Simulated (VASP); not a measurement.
Write the native input for VASP 6.6.1 that does the following.

* Task: single point
* Functional: PBE
* Dispersion: D3(BJ)
* Potentials or basis: VASP PAW PBE potentials, release 64 (C, H)
* Cutoff: 520 eV
* k mesh: 6 × 6 × 1
* Occupations: gaussian, width 0.1 eV
* Spin: no spin polarisation
* Dipole correction: yes
* Further INCAR settings: ALGO = Normal; EDIFF = 1e-07; NBANDS = 28

The structure of HC4 lies in POSCAR:

```
HC4
1.0
    4.9313048818      0.0000000000      0.0000000000
   -2.4656524409      4.2706353015      0.0000000000
    0.0000000000      0.0000000000     18.0000331943
C H
8 2
Direct
    0.3333333333      0.1666666667      0.2222236565
    0.3333333333      0.6666666667      0.2222236565
    0.8333333333      0.1666666667      0.2222236565
    0.8333333333      0.6666666667      0.2222236565
    0.1666666667      0.3333333333      0.2222218124
    0.1666666667      0.8333333333      0.2222218124
    0.6666666667      0.3333333333      0.2222218124
    0.6666666667      0.8333333333      0.2222218124
    0.7119494552      0.2880505448      0.3361123354
    0.7880505448      0.2119494552      0.3361123354
```

The input as run:

INCAR

```
  PREC = Accurate
  ENCUT = 520
  EDIFF = 1E-7
  ISMEAR = 0
  SIGMA = 0.1
  LREAL = False
  LASPH = True
  NELM = 80
  ALGO = Normal
  ISIF = 2
  LWAVE = False
  LCHARG = False
  LDIPOL = True
  IDIPOL = 3
  DIPOL = 0.5 0.5 0.245
  GGA = PE
  IVDW = 12
  NBANDS = 28
```

KPOINTS

```
Automatic mesh
0
Gamma
  6 6 1
```

Potentials or basis: VASP PAW PBE potentials, release 64 (C, H).

Run with:

```console
$ cat potpaw_PBE.64/C/POTCAR potpaw_PBE.64/H/POTCAR > POTCAR
$ mpirun -np 1 vasp_std > vasp.out
```

It gave:

```
Largest force              : 4.727 eV/Å
Band gap on the k mesh     : 0.12 eV, direct
Dispersion energy per atom : -0.082 eV
```

Run time: 2.8 min on 1 thread of Intel(R) Xeon(R) 6975P-C (Granite Rapids) (shared host), peak memory 0.53 GiB.
